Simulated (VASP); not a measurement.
# Ni2Ge (Fd-3m) in VASP: a series of runs

Runs on Ni2Ge. Level: r2SCAN. Tasks: single point, relaxation of cell and atoms.

All numbers are computed with VASP 6.6.1; they aren't measurements. Logs are shortened: lines on timing, memory, paths and dates and some standing lists are left out, and cuts for length are marked.

### 1 The cell of the first run

It takes space group Fd-3m (No. 227, cubic). Conventional cell: a = 10.090 Å, b = 10.090 Å, c = 10.090 Å, α = 90.00°, β = 90.00°, γ = 90.00°. Within 2.9 Å of Ni (site symmetry -3m) lie 2 Ge at 2.18 Å. Ge (site symmetry -43m) has 4 Ni at 2.18 Å within 2.9 Å.

### 2 Single point, r2SCAN

POSCAR reads:

```
Ni2Ge
1.0
    0.0000000000      5.0451217414      5.0451217414
    5.0451217414      0.0000000000      5.0451217414
    5.0451217414      5.0451217414      0.0000000000
Ni Ge
4 2
Direct
    0.6250000000      0.6250000000      0.6250000000
    0.1250000000      0.6250000000      0.6250000000
    0.6250000000      0.6250000000      0.1250000000
    0.6250000000      0.1250000000      0.6250000000
    0.5000000000      0.5000000000      0.5000000000
    0.7500000000      0.7500000000      0.7500000000
```

INCAR.step1 reads:

```
SYSTEM = Ni2Ge
  ALGO = Normal
  EDIFF = 1E-4
  ENCUT = 520
  GGA = PE
  ISMEAR = 0
  LASPH = .TRUE.
  LCHARG = .FALSE.
  LREAL = .FALSE.
  LWAVE = .TRUE.
  NBANDS = 43
  NELM = 80
  PREC = Accurate
  SIGMA = 0.1
```

INCAR.step2 reads:

```
SYSTEM = Ni2Ge
  ALGO = Normal
  EDIFF = 1E-6
  ENCUT = 520
  ISIF = 2
  ISMEAR = 0
  ISTART = 1
  LASPH = .TRUE.
  LCHARG = .FALSE.
  LMIXTAU = .TRUE.
  LREAL = .FALSE.
  LWAVE = .FALSE.
  METAGGA = R2SCAN
  NBANDS = 43
  NELM = 80
  PREC = Accurate
  SIGMA = 0.1
```

KPOINTS reads:

```
k-points
0
G
  4 4 4
  0 0 0
```

Potentials or basis: VASP PAW PBE potentials, release 64 (Ni, Ge_d).

Started as:

```bash
$ cat potpaw_PBE.64/Ni/POTCAR potpaw_PBE.64/Ge_d/POTCAR > POTCAR
$ cp INCAR.step1 INCAR
$ mpirun -np 1 vasp_std > vasp.out
$ cp INCAR.step2 INCAR
$ mpirun -np 1 vasp_std > vasp.out
```

OUTCAR:

```text
SYSTEM = Ni2Ge
   EDIFF = 1E-6
   ENCUT = 520
   ISIF = 2
   ISMEAR = 0
   ISTART = 1
   LASPH = .TRUE.
   LREAL = .FALSE.
   METAGGA = R2SCAN
   NELM = 80
   PREC = Accurate

 ion  position               nearest neighbor table
   1  0.625  0.625  0.625-   5 2.18   6 2.18
   2  0.125  0.625  0.625-   5 2.18   6 2.18
   3  0.625  0.625  0.125-   5 2.18   6 2.18
   4  0.625  0.125  0.625-   5 2.18   6 2.18
   5  0.500  0.500  0.500-   1 2.18   2 2.18   3 2.18   4 2.18
   6  0.750  0.750  0.750-   1 2.18   2 2.18   3 2.18   4 2.18

  LATTYP: Found a face centered cubic cell.
 ALAT       =    10.0902434828

  Lattice vectors:

 A1 = (   0.0000000000,   5.0451217414,   5.0451217414)
 A2 = (   5.0451217414,   0.0000000000,   5.0451217414)
 A3 = (   5.0451217414,   5.0451217414,   0.0000000000)

Analysis of symmetry for initial positions (statically):
=====================================================================
 Subroutine PRICEL returns:
 Original cell was already a primitive cell.

 Routine SETGRP: Setting up the symmetry group for a
 face centered cubic supercell.

 Subroutine GETGRP returns: Found 48 space group operations
 (whereof 24 operations were pure point group operations)
 out of a pool of 48 trial point group operations.

The static configuration has the point symmetry T_d .
 The point group associated with its full space group is O_h .

Analysis of symmetry for dynamics (positions and initial velocities):
=====================================================================
 Subroutine PRICEL returns:
 Original cell was already a primitive cell.

 Routine SETGRP: Setting up the symmetry group for a
 face centered cubic supercell.

 Subroutine GETGRP returns: Found 48 space group operations
 (whereof 24 operations were pure point group operations)
 out of a pool of 48 trial point group operations.

The dynamic configuration has the point symmetry T_d .
 The point group associated with its full space group is O_h .

 Subroutine INISYM returns: Found 48 space group operations
 (whereof 24 operations are pure point group operations),
 and found     1 'primitive' translations

----------------------------------------------------------------------------------------

                                     Primitive cell

  volume of cell :     256.8295

  direct lattice vectors                    reciprocal lattice vectors
     0.000000000  5.045121741  5.045121741    -0.099105636  0.099105636  0.099105636
     5.045121741  0.000000000  5.045121741     0.099105636 -0.099105636  0.099105636
     5.045121741  5.045121741  0.000000000     0.099105636  0.099105636 -0.099105636

  length of vectors
     7.134879591  7.134879591  7.134879591     0.171655997  0.171655997  0.171655997

  position of ions in fractional coordinates (direct lattice)
     0.625000000  0.625000000  0.625000000
     0.125000000  0.625000000  0.625000000
     0.625000000  0.625000000  0.125000000
     0.625000000  0.125000000  0.625000000
     0.500000000  0.500000000  0.500000000
     0.750000000  0.750000000  0.750000000

  ion indices of the primitive-cell ions
   primitive index   ion index
                 1           1
                 2           2
                 3           3
                 4           4
                 5           5
                 6           6

----------------------------------------------------------------------------------------

 KPOINTS: k-points

Automatic generation of k-mesh.
 Grid dimensions read from file:
 generate k-points for:    4    4    4

 Generating k-lattice:

  Cartesian coordinates                     Fractional coordinates (reciprocal lattice)
    -0.024776409  0.024776409  0.024776409     0.250000000  0.000000000  0.000000000
     0.024776409 -0.024776409  0.024776409     0.000000000  0.250000000  0.000000000
     0.024776409  0.024776409 -0.024776409     0.000000000  0.000000000  0.250000000

  Length of vectors
     0.042913999  0.042913999  0.042913999

  Shift w.r.t. Gamma in fractional coordinates (k-lattice)
     0.000000000  0.000000000  0.000000000

 Subroutine IBZKPT returns following result:
 ===========================================

 Found      8 irreducible k-points:

 Following reciprocal coordinates:
            Coordinates               Weight
  0.000000  0.000000  0.000000      1.000000
  0.250000  0.000000  0.000000      8.000000
  0.500000  0.000000  0.000000      4.000000
  0.250000  0.250000  0.000000      6.000000
  0.500000  0.250000  0.000000     24.000000
 -0.250000  0.250000  0.000000     12.000000
  0.500000  0.500000  0.000000      3.000000
 -0.250000  0.500000  0.250000      6.000000
   k-points           NKPTS =      8   k-points in BZ     NKDIM =      8   number of bands    NBANDS=     43
   number of dos      NEDOS =    301   number of ions     NIONS =      6
   total plane-waves  NPLWV = 157464
   dimension x,y,z NGX =    54 NGY =   54 NGZ =   54
[... 52 lines left out ...]

 number of electron      67.9999998 magnetization

 Free energy of the ion-electron system (eV)
  ---------------------------------------------------
  ext. energy  EPLUGINS =         0.00000000
  ---------------------------------------------------
  free energy    TOTEN  =       -64.29850450 eV

  energy without entropy =      -64.23363839  energy(sigma->0) =      -64.26607145

 E-fermi :  -1.3200     XC(G=0):  -6.4710

 val. band max:       -1.3307352108   @ k =   0.5000   0.2500   0.0000
 cond. band min:      -1.3124530131   @ k =   0.2500   0.0000   0.0000
 fundamental gap:      0.0182821978
 Fermi energy:        -1.3200037350

 k-point     1 :       0.0000    0.0000    0.0000
  band No.  band energies     occupation
      1     -25.7183      2.00000
      2     -25.7183      2.00000
      3     -25.7183      2.00000
      4     -25.6999      2.00000
      5     -25.6999      2.00000
      6     -25.6999      2.00000
[... 35 lines left out ...]
     42       4.9949      0.00000
     43       4.9951      0.00000

 k-point     2 :       0.2500    0.0000    0.0000
  band No.  band energies     occupation
      1     -25.7181      2.00000
      2     -25.7181      2.00000
      3     -25.7161      2.00000
      4     -25.7021      2.00000
      5     -25.7001      2.00000
      6     -25.7001      2.00000
[... 35 lines left out ...]
     42       3.9967      0.00000
     43       4.7945      0.00000

 k-point     3 :       0.5000    0.0000    0.0000
  band No.  band energies     occupation
      1     -25.7179      2.00000
      2     -25.7179      2.00000
      3     -25.7129      2.00000
      4     -25.7054      2.00000
      5     -25.7004      2.00000
      6     -25.7003      2.00000
[... 35 lines left out ...]
     42       3.9413      0.00000
     43       4.2090      0.00000

 k-point     4 :       0.2500    0.2500    0.0000
  band No.  band energies     occupation
      1     -25.7179      2.00000
      2     -25.7179      2.00000
      3     -25.7156      2.00000
      4     -25.7026      2.00000
      5     -25.7003      2.00000
      6     -25.7003      2.00000
[... 35 lines left out ...]
     42       3.8827      0.00000
     43       4.6363      0.00000

 k-point     5 :       0.5000    0.2500    0.0000
  band No.  band energies     occupation
      1     -25.7177      2.00000
      2     -25.7175      2.00000
      3     -25.7121      2.00000
      4     -25.7062      2.00000
      5     -25.7007      2.00000
      6     -25.7006      2.00000
[... 35 lines left out ...]
     42       4.2880      0.00000
     43       4.3171      0.00000

 k-point     6 :      -0.2500    0.2500    0.0000
  band No.  band energies     occupation
      1     -25.7179      2.00000
      2     -25.7176      2.00000
      3     -25.7135      2.00000
      4     -25.7048      2.00000
      5     -25.7006      2.00000
      6     -25.7003      2.00000
[... 35 lines left out ...]
     42       4.0053      0.00000
     43       4.6888      0.00000

 k-point     7 :       0.5000    0.5000    0.0000
  band No.  band energies     occupation
      1     -25.7174      2.00000
      2     -25.7174      2.00000
      3     -25.7092      2.00000
      4     -25.7092      2.00000
      5     -25.7008      2.00000
      6     -25.7008      2.00000
[... 35 lines left out ...]
     42       4.1385      0.00000
     43       4.4932      0.00000

 k-point     8 :      -0.2500    0.5000    0.2500
  band No.  band energies     occupation
      1     -25.7174      2.00000
      2     -25.7174      2.00000
      3     -25.7091      2.00000
      4     -25.7091      2.00000
      5     -25.7008      2.00000
      6     -25.7008      2.00000
[... 35 lines left out ...]
     42       3.7716      0.00000
     43       5.2474      0.00000

------------------------ aborting loop because EDIFF is reached ----------------------------------------

  FORCE on cell =-STRESS in cart. coord.  units (eV):
  Direction    XX          YY          ZZ          XY          YZ          ZX
  --------------------------------------------------------------------------------------
  -------------------------------------------------------------------------------------
  Total        0.5195524      0.5195524      0.5195524     -0.0000000      0.0000000      0.0000000
  in kB        3.2411192      3.2411192      3.2411192     -0.0000000      0.0000000      0.0000000
  external PRESSURE =       3.2411192 kB  Pullay stress =       0.0000000 kB

 VOLUME and BASIS-vectors are now :
 -----------------------------------------------------------------------------
  energy-cutoff  :      520.00
  volume of cell :      256.83
      direct lattice vectors                 reciprocal lattice vectors
     0.000000000  5.045121741  5.045121741    -0.099105636  0.099105636  0.099105636
     5.045121741  0.000000000  5.045121741     0.099105636 -0.099105636  0.099105636
     5.045121741  5.045121741  0.000000000     0.099105636  0.099105636 -0.099105636

 POSITION                                       TOTAL-FORCE (eV/Angst)
 -----------------------------------------------------------------------------------
      6.30640      6.30640      6.30640        -0.000000      0.000000     -0.000000
      6.30640      3.78384      3.78384        -0.000000      0.000000     -0.000000
      3.78384      3.78384      6.30640        -0.000000      0.000000      0.000000
      3.78384      6.30640      3.78384        -0.000000      0.000000      0.000000
      5.04512      5.04512      5.04512        -0.000000     -0.000000     -0.000000
      7.56768      7.56768      7.56768         0.000000      0.000000      0.000000
 -----------------------------------------------------------------------------------
    total drift:                                0.000000      0.000000      0.000000

  FREE ENERGIE OF THE ION-ELECTRON SYSTEM (eV)
  ---------------------------------------------------
  free  energy   TOTEN  =       -64.2985045031 eV

  energy  without entropy=      -64.2336383947  energy(sigma->0) =      -64.26607145
```

Run time: 17 min. Hardware: 1 thread of Intel Xeon 8259CL, shared host; peak memory 0.45 GiB.

What came out:

| Property | Result |
| --- | --- |
| Free energy | -64.2985 eV |
| Pressure | 0.3 GPa |
| Band gap on the k mesh | zero (bands 34 and 35 overlap by 0.39 eV) |

Caveat: the PAW data sets were made with another functional, which shifts forces and pressure a little.

### 3 Single point, r2SCAN

This run uses another cell than the first one, of 43.13 Å³/atom.

POSCAR reads:

```
Ni2Ge
1.0
    0.0000000000      5.0578301270      5.0578301270
    5.0578301270      0.0000000000      5.0578301270
    5.0578301270      5.0578301270      0.0000000000
Ni Ge
4 2
Direct
    0.1250000000      0.1250000000      0.1250000000
    0.6250000000      0.1250000000      0.1250000000
    0.1250000000      0.1250000000      0.6250000000
    0.1250000000      0.6250000000      0.1250000000
    0.0000000000      0.0000000000      0.0000000000
    0.2500000000      0.2500000000      0.2500000000
```

INCAR.step1 reads:

```
SYSTEM = Ni2Ge
PREC     = Accurate       ! precision mode
ENCUT    = 520            ! plane-wave cutoff, eV
ISMEAR   = 0              ! smearing method
SIGMA    = 0.1            ! smearing width, eV
LREAL    = .False.        ! projectors in reciprocal space
LASPH    = .True.         ! aspherical terms in the spheres
NELM     = 100            ! most SCF steps
NBANDS   = 43             ! bands
GGA      = PE             ! functional
ALGO     = Normal         ! electronic algorithm
EDIFF    = 1E-4           ! SCF threshold, eV
LWAVE    = .True.         ! write WAVECAR
LCHARG   = .False.        ! write CHGCAR
```

INCAR.step2 reads:

```
SYSTEM = Ni2Ge
PREC     = Accurate       ! precision mode
ENCUT    = 520            ! plane-wave cutoff, eV
EDIFF    = 1E-7           ! SCF threshold, eV
ISMEAR   = 0              ! smearing method
SIGMA    = 0.1            ! smearing width, eV
LREAL    = .False.        ! projectors in reciprocal space
LASPH    = .True.         ! aspherical terms in the spheres
NELM     = 100            ! most SCF steps
ALGO     = Normal         ! electronic algorithm
ISIF     = 2              ! what is computed and relaxed
LWAVE    = .False.        ! write WAVECAR
LCHARG   = .True.         ! write CHGCAR
METAGGA  = R2SCAN         ! meta-GGA
LMIXTAU  = .True.       
LELF     = .True.         ! ELF
LVHAR    = .True.       
NBANDS   = 43             ! bands
ISTART   = 1
```

KPOINTS reads:

```
Automatic mesh
0
Gamma
  6 6 6
  0 0 0
```

Potentials or basis: VASP PAW PBE potentials, release 64 (Ni, Ge_d).

Started as:

```bash
$ cat potpaw_PBE.64/Ni/POTCAR potpaw_PBE.64/Ge_d/POTCAR > POTCAR
$ cp INCAR.step1 INCAR
$ mpirun -np 1 vasp_std > vasp.out
$ cp INCAR.step2 INCAR
$ mpirun -np 1 vasp_std > vasp.out
```

Wall time 39 min (1 thread of Intel Xeon 8259CL, shared host); peak memory 0.51 GiB.

It converged, with:

```yaml
Free_energy: -64.3137 eV
Pressure: 0.1 GPa
Band_gap_on_the_k_mesh: zero (bands 34 and 35 overlap by 0.38 eV)
```

Levels at points of the mesh, in eV from the Fermi level:
```csv
k point,band 30,band 31,band 32,band 33,band 34,band 35,band 36,band 37,band 38,band 39
"(0.00, 0.00, 0.00)",-0.45,-0.27,-0.27,-0.17,-0.17,-0.17,0.54,0.54,0.54,3.95
"(0.50, 0.00, 0.00)",-0.31,-0.27,-0.27,-0.17,0.21,0.21,0.59,0.59,1.22,4.50
"(0.50, 0.50, 0.00)",-0.34,-0.26,-0.26,-0.07,-0.07,-0.07,-0.07,1.53,1.53,4.03
```

Caveat: the PAW data sets were made with another functional, which shifts forces and pressure a little.

### 4 Relaxation of cell and atoms, r2SCAN

Changes to POSCAR since step 3:

```diff
@@ -2,5 +2,5 @@
 1.0
-    0.0000000000      5.0578301270      5.0578301270
-    5.0578301270      0.0000000000      5.0578301270
-    5.0578301270      5.0578301270      0.0000000000
+    0.0000000000      5.0451217414      5.0451217414
+    5.0451217414      0.0000000000      5.0451217414
+    5.0451217414      5.0451217414      0.0000000000
 Ni Ge
```

INCAR.step1 reads:

```
SYSTEM = Ni2Ge
ALGO = Normal
EDIFF = 1E-4
ENCUT = 600
GGA = PE
ISMEAR = 0
KPAR = 4
LASPH = .TRUE.
LCHARG = .FALSE.
LREAL = .FALSE.
LWAVE = .TRUE.
NELM = 80
PREC = Accurate
SIGMA = 0.1
```

INCAR.step2 reads:

```
SYSTEM = Ni2Ge
ALGO = Normal
EDIFF = 1E-6
EDIFFG = -0.01
ENCUT = 600
IBRION = 2
ISIF = 3
ISMEAR = 0
ISTART = 1
KPAR = 4
LASPH = .TRUE.
LCHARG = .FALSE.
LMIXTAU = .TRUE.
LREAL = .FALSE.
LWAVE = .FALSE.
METAGGA = R2SCAN
NELM = 80
NSW = 100
PREC = Accurate
SIGMA = 0.1
```

KPOINTS reads:

```
k-points
0
G
  6 6 6
  0 0 0
```

Started as:

```bash
$ cat potpaw_PBE.64/Ni/POTCAR potpaw_PBE.64/Ge_d/POTCAR > POTCAR
$ cp INCAR.step1 INCAR
$ mpirun -np 4 vasp_std > vasp.out
$ cp INCAR.step2 INCAR
$ mpirun -np 4 vasp_std > vasp.out
```

It took 11 min on 4 MPI ranks of Oxide Virtual Turin-like, shared host; peak memory 0.68 GiB.

Results (log left out):

- Free energy: -64.3149 eV
- Relaxed volume: 43.26 Å³/atom
- Relaxed cell: a = 7.160 Å, b = 7.160 Å, c = 7.160 Å, α = 60.00°, β = 60.00°, γ = 60.00°
- Space group after relaxing (to 0.1 Å): Fd-3m (No. 227)
- Energy gained by relaxing: 0.3 meV/atom
- Ionic steps: 2
- Pressure after relaxing: 0.0 GPa
- Band gap on the k mesh: zero (bands 34 and 35 overlap by 0.38 eV)

The path:
```
step  energy change (eV)  largest force (eV/Å)  pressure (GPa)  volume (Å³)
   1              0.0000                0.0000            0.27       256.83
   2             -0.0021                0.0000           -0.01       259.55
```

Final structure:
```
Ni Ge
1.0
     0.00000    5.06285    5.06285
     5.06285    0.00000    5.06285
     5.06285    5.06285    0.00000
Ni Ge
4 2
Direct
  0.12500 0.12500 0.12500
  0.62500 0.12500 0.12500
  0.12500 0.12500 0.62500
  0.12500 0.62500 0.12500
  0.00000 0.00000 0.00000
  0.25000 0.25000 0.25000
```

Levels at points of the mesh, in eV from the Fermi level:
```csv
k point,band 32,band 33,band 34,band 35,band 36,band 37
"(0.00, 0.00, 0.00)",-0.27,-0.17,-0.17,-0.17,0.53,0.53
"(0.50, 0.00, 0.00)",-0.27,-0.17,0.21,0.21,0.59,0.59
"(0.50, 0.50, 0.00)",-0.25,-0.07,-0.07,-0.07,-0.07,1.53
```

Caveat: the PAW data sets were made with another functional, which shifts forces and pressure a little.

### 5 The runs side by side

```tsv
task	cell	k mesh	cutoff (eV)	gap on the mesh (eV)	pressure (GPa)
single point	a = 7.135 Å, angles 60.0°, 6 atoms	4 × 4 × 4	520	none	0.3
single point	a = 7.153 Å, angles 60.0°, 6 atoms	6 × 6 × 6	520	none	0.1
relaxation of cell and atoms	relaxed from a = 7.135 Å, angles 60.0°, 6 atoms	6 × 6 × 6	600	none	0.0
```

Alike in all rows: level r2SCAN; potentials or basis VASP PAW PBE potentials, release 64 (Ni, Ge_d); no spin polarisation; smearing gaussian 0.1 eV.

Caveats: the PAW data sets were made with another functional, which shifts forces and pressure a little.

Total energies depend on the potentials used, so only differences within one code and one set of settings carry meaning.

The gap in the log of VASP goes by the Fermi energy; the results here count the filled bands.